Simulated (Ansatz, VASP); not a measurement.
## Si2W: VASP beside Ansatz

Contents of INCAR:

```
SYSTEM = Si2W
ALGO = Normal ; EDIFF = 1E-7
ENCUT = 520 ; GGA = PS
ISIF = 2 ; ISMEAR = -1
LASPH = .TRUE. ; LCHARG = .FALSE.
LREAL = .FALSE. ; LUSENCCL = .FALSE.
LWAVE = .FALSE. ; NBANDS = 43
NELM = 100 ; PREC = Accurate
SIGMA = 0.05
```

File KPOINTS:

```
k-points
0
G
  7 7 4
  0 0 0
```

POSCAR

```
Si2W
1.0
    4.6168523821      0.0000000000      0.0000000000
   -2.3084261911      3.9983114484      0.0000000000
    0.0000000000      0.0000000000      6.6532220000
W Si
3 6
Direct
    0.5089400000      0.0040880000      0.5064200000
    0.4953170000      0.4900060000      0.8279550000
   -0.0042450000      0.4991370000      0.1699210000
    0.3143020000      0.1595440000      0.1662430000
    0.8414210000      0.1722940000      0.8327910000
    0.1596360000      0.3153370000      0.4983370000
    0.6750990000      0.8402330000      0.1617900000
    0.1674930000      0.8419070000      0.8275760000
    0.8357440000      0.6767120000      0.5031760000
```

The input input.yaml:

```yaml
crystal:
  lattice:
    - [4.6168523821, 0.0, 0.0]
    - [-2.3084261911, 3.9983114484, 0.0]
    - [0.0, 0.0, 6.653222]
  atoms:
    - { symbol: W, position: [0.50894, 0.004088, 0.50642] }
    - { symbol: W, position: [0.495317, 0.490006, 0.827955] }
    - { symbol: W, position: [-0.004245, 0.499137, 0.169921] }
    - { symbol: Si, position: [0.314302, 0.159544, 0.166243] }
    - { symbol: Si, position: [0.841421, 0.172294, 0.832791] }
    - { symbol: Si, position: [0.159636, 0.315337, 0.498337] }
    - { symbol: Si, position: [0.675099, 0.840233, 0.16179] }
    - { symbol: Si, position: [0.167493, 0.841907, 0.827576] }
    - { symbol: Si, position: [0.835744, 0.676712, 0.503176] }
hamiltonian:
  xc: pbesol
  pseudopotentials: { kind: paw }
kpoints:
  mp_grid: { grid: [7, 7, 4] }
scf:
  occupations: { method: fermi_dirac, width: 0.05 }
output:
  forces: true
  stress: true
  eigenvalues: true
```

Change from the starting cell: atoms moved at random, drawn with an rms of 0.05 Å.

Alike in both runs: task single point; functional PBEsol; k mesh 7 × 7 × 4; occupations fermi-dirac, width 0.05 eV; no spin polarisation.

|  | VASP | Ansatz |
| --- | --- | --- |
| version | VASP 6.6.1 | Ansatz 0.2.0 |
| potentials or method | VASP PAW PBE potentials, release 64 (W_sv, Si) | Ansatz PAW |
| plane-wave cutoff (eV) | 520 | 420 |
| valence electrons in the cell | 66 | 66 |

Ansatz gave:

- gap on the k mesh at the Fermi level (eV): 0.04
- least direct gap on the mesh (eV): 0.56
- pressure (GPa): -5.1
- traceless stress, the component that is largest in VASP (GPa): -0.49
- rms of the force components (eV/Å): 0.442

Q: Estimate VASP's values.

A: gap on the k mesh at the Fermi level (eV): 0.04; least direct gap on the mesh (eV): 0.56; pressure (GPa): -4.8; traceless stress, the component that is largest in VASP (GPa): -0.50; rms of the force components (eV/Å): 0.444.

VASP's potentials were made for PBE, not for PBEsol. Atom by atom the forces differ by 0.002 eV/Å (rms over components). With one functional, cell and mesh, what is left measures potentials, basis and numerics.

Spin-orbit coupling is off throughout. Noted on Ansatz's run: odd divisions of the mesh miss points on the zone boundary, where band edges often lie, so the gap on the mesh can be too wide.
